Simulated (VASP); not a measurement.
# Zn2CdTe3 (P3m1) in VASP: density of states with PBE

Aim: the density of states of Zn2CdTe3 with PBE.

All numbers are computed with VASP 6.6.1; they aren't measurements. Logs are shortened: lines on timing, memory, paths and dates and some standing lists are left out, and cuts for length are marked.

## Step 1: The cell of the first run

The structure is trigonal, space group P3m1 (No. 156). The conventional cell has a = 4.467 Å, b = 4.467 Å, c = 11.001 Å, α = 90.00°, β = 90.00°, γ = 120.00°. Within 3.5 Å of Zn (site symmetry 3m) lie 4 Te at 2.68 to 2.71 Å. Within 3.5 Å of Zn (site symmetry 3m) lie 4 Te at 2.67 to 2.71 Å. Within 3.7 Å of Cd (site symmetry 3m) lie 4 Te at 2.81 to 2.85 Å. Te (site symmetry 3m) has 3 Zn at 2.71 Å and 1 Cd at 2.85 Å within 3.6 Å. Within 3.5 Å of Te (site symmetry 3m) lie 4 Zn at 2.68 to 2.71 Å. Te (site symmetry 3m) has 1 Zn at 2.67 Å and 3 Cd at 2.81 Å within 3.5 Å.

## Step 2: Density of states, PBE

File POSCAR:

```
Zn2CdTe3
1.0
    4.4672940057      0.0000000000      0.0000000000
   -2.2336470028      3.8687900951      0.0000000000
    0.0000000000      0.0000000000     11.0010090000
Zn Cd Te
2 1 3
Direct
    0.3333333333      0.6666666667      0.6604900000
    0.6666666667      0.3333333333      0.3406080000
    0.0000000000      0.0000000000      0.9964020000
    0.0000000000      0.0000000000      0.7375610000
    0.3333333333      0.6666666667      0.4171020000
    0.6666666667      0.3333333333      0.0978370000
```

File INCAR.step1:

```
SYSTEM = Zn2CdTe3
PREC = Accurate ; ENCUT = 520
EDIFF = 1E-7 ; ISMEAR = 0
SIGMA = 0.02 ; LREAL = .FALSE.
LASPH = .TRUE. ; NELM = 60
ALGO = Normal ; ISIF = 2
LWAVE = .FALSE. ; LCHARG = .TRUE.
GGA = PE ; NBANDS = 36
```

File KPOINTS.step1:

```
Automatic mesh
0
G
  6 6 4
  0 0 0
```

File INCAR.step2:

```
SYSTEM = Zn2CdTe3
PREC = Accurate ; ENCUT = 520
EDIFF = 1E-7 ; ISMEAR = -5
SIGMA = 0.02 ; LREAL = .FALSE.
LASPH = .TRUE. ; NELM = 60
ALGO = Normal ; ISIF = 2
LWAVE = .FALSE. ; LCHARG = .FALSE.
GGA = PE ; LORBIT = 11
NEDOS = 2001 ; ICHARG = 11
```

File KPOINTS.step2:

```
Automatic mesh
0
G
  9 9 6
  0 0 0
```

Potentials or basis: VASP PAW PBE potentials, release 64 (Zn, Cd, Te).

The run is started by

```bash
> cat potpaw_PBE.64/Zn/POTCAR potpaw_PBE.64/Cd/POTCAR potpaw_PBE.64/Te/POTCAR > POTCAR
> cp INCAR.step1 INCAR
> cp KPOINTS.step1 KPOINTS
> mpirun -np 1 vasp_std > vasp.out
> cp INCAR.step2 INCAR
> cp KPOINTS.step2 KPOINTS
> mpirun -np 1 vasp_std > vasp.out
```

OUTCAR:

```text
SYSTEM = Zn2CdTe3
   PREC = Accurate
   ENCUT = 520
   EDIFF = 1E-7
   ISMEAR = -5
   LREAL = .FALSE.
   LASPH = .TRUE.
   NELM = 60
   ISIF = 2
   GGA = PE
   LORBIT = 11
   ICHARG = 11

 ion  position               nearest neighbor table
   1  0.333  0.667  0.660-   5 2.68   4 2.71   4 2.71   4 2.71
   2  0.667  0.333  0.341-   6 2.67   5 2.71   5 2.71   5 2.71
   3  0.000  0.000  0.996-   6 2.81   6 2.81   6 2.81   4 2.85
   4  0.000  0.000  0.738-   1 2.71   1 2.71   1 2.71   3 2.85
   5  0.333  0.667  0.417-   1 2.68   2 2.71   2 2.71   2 2.71
   6  0.667  0.333  0.098-   2 2.67   3 2.81   3 2.81   3 2.81

  LATTYP: Found a hexagonal cell.
 ALAT       =     4.4672940057
 C/A-ratio  =     2.4625665976

  Lattice vectors:

 A1 = (   4.4672940057,   0.0000000000,   0.0000000000)
 A2 = (  -2.2336470028,   3.8687900951,   0.0000000000)
 A3 = (   0.0000000000,   0.0000000000,  11.0010090000)

Analysis of symmetry for initial positions (statically):
=====================================================================
 Subroutine PRICEL returns:
 Original cell was already a primitive cell.

 Routine SETGRP: Setting up the symmetry group for a
 hexagonal supercell.

 Subroutine GETGRP returns: Found  6 space group operations
 (whereof  6 operations were pure point group operations)
 out of a pool of 24 trial point group operations.

The static configuration has the point symmetry C_3v.

Analysis of symmetry for dynamics (positions and initial velocities):
=====================================================================
 Subroutine PRICEL returns:
 Original cell was already a primitive cell.

 Routine SETGRP: Setting up the symmetry group for a
 hexagonal supercell.

 Subroutine GETGRP returns: Found  6 space group operations
 (whereof  6 operations were pure point group operations)
 out of a pool of 24 trial point group operations.

The dynamic configuration has the point symmetry C_3v.

 Subroutine INISYM returns: Found  6 space group operations
 (whereof  6 operations are pure point group operations),
 and found     1 'primitive' translations

----------------------------------------------------------------------------------------

                                     Primitive cell

  volume of cell :     190.1307

  direct lattice vectors                    reciprocal lattice vectors
     4.467294006  0.000000000  0.000000000     0.223849158  0.129239371  0.000000000
    -2.233647003  3.868790095  0.000000000     0.000000000  0.258478743  0.000000000
     0.000000000  0.000000000 11.001009000     0.000000000  0.000000000  0.090900753

  length of vectors
     4.467294006  4.467294006 11.001009000     0.258478743  0.258478743  0.090900753

  position of ions in fractional coordinates (direct lattice)
     0.333333333  0.666666667  0.660490000
     0.666666667  0.333333333  0.340608000
     0.000000000  0.000000000  0.996402000
     0.000000000  0.000000000  0.737561000
     0.333333333  0.666666667  0.417102000
     0.666666667  0.333333333  0.097837000

  ion indices of the primitive-cell ions
   primitive index   ion index
                 1           1
                 2           2
                 3           3
                 4           4
                 5           5
                 6           6

----------------------------------------------------------------------------------------

 KPOINTS: Automatic mesh

Automatic generation of k-mesh.
 Grid dimensions read from file:
 generate k-points for:    9    9    6

 Generating k-lattice:

  Cartesian coordinates                     Fractional coordinates (reciprocal lattice)
     0.024872129  0.014359930  0.000000000     0.111111111  0.000000000  0.000000000
     0.000000000  0.028719860  0.000000000     0.000000000  0.111111111  0.000000000
     0.000000000  0.000000000  0.015150125     0.000000000  0.000000000  0.166666667

  Length of vectors
     0.028719860  0.028719860  0.015150125

  Shift w.r.t. Gamma in fractional coordinates (k-lattice)
     0.000000000  0.000000000  0.000000000

 TETIRR: Found    674 inequivalent tetrahedra from     2916

 Subroutine IBZKPT returns following result:
 ===========================================

 Found     62 irreducible k-points:

 Following reciprocal coordinates:
            Coordinates               Weight
  0.000000  0.000000  0.000000      1.000000
  0.111111  0.000000  0.000000      6.000000
  0.222222  0.000000  0.000000      6.000000
  0.333333 -0.000000  0.000000      6.000000
  0.444444  0.000000  0.000000      6.000000
  0.111111  0.111111  0.000000      6.000000
[... 16 lines left out ...]
  0.222222  0.111111  0.166667     12.000000
 -0.111111  0.333333  0.166667     12.000000
 [... further k-points ...]
   k-points           NKPTS =     62   k-points in BZ     NKDIM =     62   number of bands    NBANDS=     32
   number of dos      NEDOS =   2001   number of ions     NIONS =      6
   total plane-waves  NPLWV = 108864
   dimension x,y,z NGX =    36 NGY =   36 NGZ =   84
   dimension x,y,z NGXF=    72 NGYF=   72 NGZF=  168
   ions per type =               2   1   3
   NGX,Y,Z   is equivalent  to a cutoff of  13.40, 13.40, 12.69 a.u.
   NGXF,Y,Z  is equivalent  to a cutoff of  26.79, 26.79, 25.39 a.u.
 SYSTEM =  Zn2CdTe3
   PREC   = accura    normal or accurate (medium, high low for compatibility)
   ISTART =      0    job   : 0-new  1-cont  2-samecut
   ICHARG =     11    charge: 1-file 2-atom 10-const
   ISPIN  =      1    spin polarized calculation?
   LNONCOLLINEAR =      F non collinear calculations
   LSORBIT =      F    spin-orbit coupling
   LASPH  =      T    aspherical Exc in radial PAW
   ENCUT  =  520.0 eV  38.22 Ry    6.18 a.u.   8.31  8.31 20.45*2*pi/ulx,y,z
   NELM   =     60;   NELMIN=  2; NELMDL=  0     # of ELM steps
   EDIFF  = 0.1E-06   stopping-criterion for ELM
   LREAL  =      F    real-space projection
   EDIFFG = 0.1E-05   stopping-criterion for IOM
   NSW    =      0    number of steps for IOM
   IBRION =     -1    ionic relax: 0-MD 1-quasi-New 2-CG
   NFREE  =      0    steps in history (QN), initial steepest desc. (CG)
   ISIF   =      2    stress and relaxation
   ISYM   =      2    0-nonsym 1-usesym 2-fastsym
   POTIM  = 0.5000    time-step for ionic-motion
   TEBEG  =    0.0;   TEEND  =   0.0 temperature during run
   PSTRESS=    0.0 pullay stress
   NELECT =      54.0000    total number of electrons
   NUPDOWN=      -1.0000    fix difference up-down
   EMIN   =  10.00;   EMAX   =-10.00  energy-range for DOS
   EFERMI =   0.00;   METHOD = LEGACY
   ISMEAR =    -5;   SIGMA  =   0.02  broadening in eV -4-tet -1-fermi 0-gaus
   EFERMI_NEDOS =   21; number of points for ismear=-14 and -15
   IALGO  =     38    algorithm
   IMIX   =      4    mixing-type and parameters
     AMIX     =   0.40;   BMIX     =  1.00
     AMIX_MAG =   1.60;   BMIX_MAG =  1.00
  volume/ion in A,a.u.               =      31.69       213.84
  Fermi-wavevector in a.u.,A,eV,Ry     =   1.076107  2.033547 15.755624  1.158006
  Thomas-Fermi vector in A             =   2.211982
   LORBIT       =     11    0 simple, 1 ext, 2 COOP (PROOUT), +10 PAW based schemes
   GGA     = PE    functional components
   LHFCALC =     F    Hartree Fock is set to
   AEXX    =    0.0000 exact exchange contribution
   IVDW    =     0    specifies the selected vdW correction
   LEPSILON=     F    determine dielectric tensor
   LRPA    =     F    only Hartree local field effects (RPA)
 non-spin polarized calculation
 Fermi weights with tetrahedron method with Bloechl corrections
  energy-cutoff  :      520.00
  volume of cell :      190.13
 maximum number of plane-waves:      5156
 NGX is ok and might be reduce to    36

 number of electron      53.9999967 magnetization

 Free energy of the ion-electron system (eV)
  ---------------------------------------------------
  ext. energy  EPLUGINS =         0.00000000
  ---------------------------------------------------
  free energy    TOTEN  =       -15.08884308 eV

  energy without entropy =      -15.08884308  energy(sigma->0) =      -15.08884308

 E-fermi :   2.5548     XC(G=0):  -8.6163

 val. band max:        2.5487757765   @ k =   0.0000   0.0000   0.0000
 cond. band min:       3.2586367765   @ k =   0.0000   0.0000   0.0000
 fundamental gap:      0.7098610000
 Fermi energy:         2.5548241554

 k-point     1 :       0.0000    0.0000    0.0000
  band No.  band energies     occupation
      1      -8.8539      2.00000
      2      -8.4196      2.00000
      3      -8.2628      2.00000
      4      -5.6747      2.00000
      5      -5.6747      2.00000
      6      -5.5387      2.00000
[... 24 lines left out ...]
     31       6.9219      0.00000
     32       6.9285      0.00000

 k-point     2 :       0.1111    0.0000    0.0000
  band No.  band energies     occupation
      1      -8.7937      2.00000
      2      -8.3777      2.00000
      3      -8.2297      2.00000
      4      -5.6651      2.00000
      5      -5.6526      2.00000
      6      -5.5279      2.00000
[... 24 lines left out ...]
     31       6.7701      0.00000
     32       7.0751      0.00000
[... 733 lines left out ...]
     31       6.1886      0.00000
     32       7.2971      0.00000

 k-point    24 :      -0.1111    0.3333    0.1667
  band No.  band energies     occupation
      1      -8.4763      2.00000
      2      -8.2296      2.00000
      3      -8.0568      2.00000
      4      -5.6322      2.00000
      5      -5.5541      2.00000
      6      -5.5037      2.00000
[... 24 lines left out ...]
     31       6.5717      0.00000
     32       6.6860      0.00000

 [... further k-points ...]
[... 5 lines left out ...]
  --------------------------------------------------------------------------------------
  -------------------------------------------------------------------------------------
  Total        0.0771962      0.0771962      0.1228176      0.0000000      0.0000000     -0.0000000
  in kB        0.6505103      0.6505103      1.0349493      0.0000000      0.0000000     -0.0000000
  external PRESSURE =       0.7786566 kB  Pullay stress =       0.0000000 kB

 VOLUME and BASIS-vectors are now :
 -----------------------------------------------------------------------------
  energy-cutoff  :      520.00
  volume of cell :      190.13
      direct lattice vectors                 reciprocal lattice vectors
     4.467294006  0.000000000  0.000000000     0.223849158  0.129239371  0.000000000
    -2.233647003  3.868790095  0.000000000     0.000000000  0.258478743  0.000000000
     0.000000000  0.000000000 11.001009000     0.000000000  0.000000000  0.090900753

 POSITION                                       TOTAL-FORCE (eV/Angst)
 -----------------------------------------------------------------------------------
     -0.00000      2.57919      7.26606         0.000000      0.000000      0.003932
      2.23365      1.28960      3.74703        -0.000000     -0.000000      0.003478
      0.00000      0.00000     10.96143        -0.000000      0.000000     -0.001618
      0.00000      0.00000      8.11392        -0.000000      0.000000     -0.008989
     -0.00000      2.57919      4.58854        -0.000000      0.000000     -0.003471
      2.23365      1.28960      1.07631        -0.000000      0.000000      0.006669
 -----------------------------------------------------------------------------------
    total drift:                               -0.000039      0.000023     -0.001891

  FREE ENERGIE OF THE ION-ELECTRON SYSTEM (eV)
  ---------------------------------------------------
  free  energy   TOTEN  =       -15.0888430785 eV

  energy  without entropy=      -15.0888430785  energy(sigma->0) =      -15.08884308

 total charge

# of ion       s       p       d       tot
------------------------------------------
    1        0.544   0.379   9.759  10.682
    2        0.543   0.379   9.759  10.681
    3        0.471   0.313   9.530  10.313
    4        1.350   2.034   0.022   3.405
    5        1.350   2.038   0.023   3.411
    6        1.351   2.061   0.022   3.434
--------------------------------------------------
tot          5.608   7.204  29.114  41.926
```

Wall time 13 min (1 thread of AMD EPYC 7R13, shared host); peak memory 0.53 GiB.

What came out:

```yaml
Valence_electrons_inside_the_program's_atomic_spheres: Zn 10.68; Cd 10.31; Te 3.40, 3.41, 3.43
```

Levels at points of the mesh, in eV from the valence-band top:
```
           k point  band 23  band 24  band 25  band 26  band 27  band 28  band 29  band 30  band 31  band 32
(0.00, 0.00, 0.00)    -0.61    -0.61    -0.15     0.00     0.00     0.71     1.48     2.18     4.37     4.38
(0.00, 0.00, 0.50)    -0.94    -0.45    -0.45    -0.11    -0.11     1.44     1.61     2.29     4.32     4.59
```

Caveat: spin-orbit coupling is left out, which moves the levels of the heavy elements.
